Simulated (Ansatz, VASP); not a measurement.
# Two plane-wave programs on BaZnSbCl

Contents of INCAR:

```
PREC     = Accurate       # precision mode
ENCUT    = 520            # plane-wave cutoff, eV
EDIFF    = 1E-6           # SCF threshold, eV
ISMEAR   = -1             # smearing method
SIGMA    = 0.1            # smearing width, eV
LREAL    = False          # projectors in reciprocal space
LASPH    = True           # aspherical terms in the spheres
NELM     = 60             # most SCF steps
ALGO     = Normal         # electronic algorithm
ISIF     = 2              # what is computed and relaxed
LWAVE    = False          # write WAVECAR
LCHARG   = False          # write CHGCAR
GGA      = PE             # functional
IVDW     = 13             # dispersion correction
NBANDS   = 44             # bands
```

Contents of KPOINTS:

```
Automatic mesh
0
Gamma
  4 4 2
```

Contents of POSCAR:

```
BaZnSbCl
1.0
    4.7021810000      0.0000000000      0.0000000000
    0.0000000000      4.7021810000      0.0000000000
    0.0000000000      0.0000000000     10.3602020000
Ba Cl Zn Sb
2 2 2 2
Direct
    0.7500000000      0.7500000000      0.3507900000
    0.2500000000      0.2500000000      0.6492100000
    0.2500000000      0.7500000000      0.5000000000
    0.7500000000      0.2500000000      0.5000000000
    0.2500000000      0.7500000000      0.0000000000
    0.7500000000      0.2500000000      0.0000000000
    0.2500000000      0.2500000000      0.1660400000
    0.7500000000      0.7500000000      0.8339600000
```

Input for Ansatz:

```yaml
crystal:
  lattice:
    - [4.702181, 0.0, 0.0]
    - [0.0, 4.702181, 0.0]
    - [0.0, 0.0, 10.360202]
  atoms:
    - { symbol: Ba, position: [0.75, 0.75, 0.35079] }
    - { symbol: Ba, position: [0.25, 0.25, 0.64921] }
    - { symbol: Cl, position: [0.25, 0.75, 0.5] }
    - { symbol: Cl, position: [0.75, 0.25, 0.5] }
    - { symbol: Zn, position: [0.25, 0.75, 0.0] }
    - { symbol: Zn, position: [0.75, 0.25, 0.0] }
    - { symbol: Sb, position: [0.25, 0.25, 0.16604] }
    - { symbol: Sb, position: [0.75, 0.75, 0.83396] }
  symmetry: { tolerance: 0.0003 }
kpoints:
  mp_grid: { grid: [4, 4, 2], shift: [0, 0, 0] }
magnetization:
  spin_polarized: false
scf:
  occupations: { method: fermi_dirac }
hamiltonian:
  pseudopotentials: { kind: paw }
  xc: pbe
  dispersion: d4
basis:
  ecutwfc: 420
output:
  forces: true
  stress: true
  eigenvalues: true
accuracy: high
```

Alike in both runs: task single point; functional PBE; dispersion D4; k mesh 4 × 4 × 2; no spin polarisation.

|  | VASP | Ansatz |
| --- | --- | --- |
| version | VASP 6.6.1 | Ansatz 0.2.0 |
| potentials or method | VASP PAW PBE potentials, release 64 (Ba_sv, Cl, Zn, Sb), cutoff 520 eV | PAW plane waves |
| occupations | fermi-dirac, width 0.1 eV | fermi-dirac |
| valence electrons in the cell | 68 | 88 |

|  | VASP | Ansatz | Ansatz less VASP |
| --- | --- | --- | --- |
| gap on the k mesh at the Fermi level (eV) | none | none | - |
| pressure (GPa) | 2.9 | 2.2 | -0.74 |
| traceless stress, the component that is largest in VASP (GPa) | -0.96 | -0.91 | +0.047 |
| rms of the force components (eV/Å) | 0.993 | 0.927 | -0.0653 |

Atom by atom the forces differ by 0.066 eV/Å (rms over components). A gap of «none» marks a metal or a gap that the smearing closes. VASP's potentials hold 68 valence electrons a cell and Ansatz's 88, so a difference there can come from the potentials and not from the codes.

Neither program's run includes spin-orbit coupling.
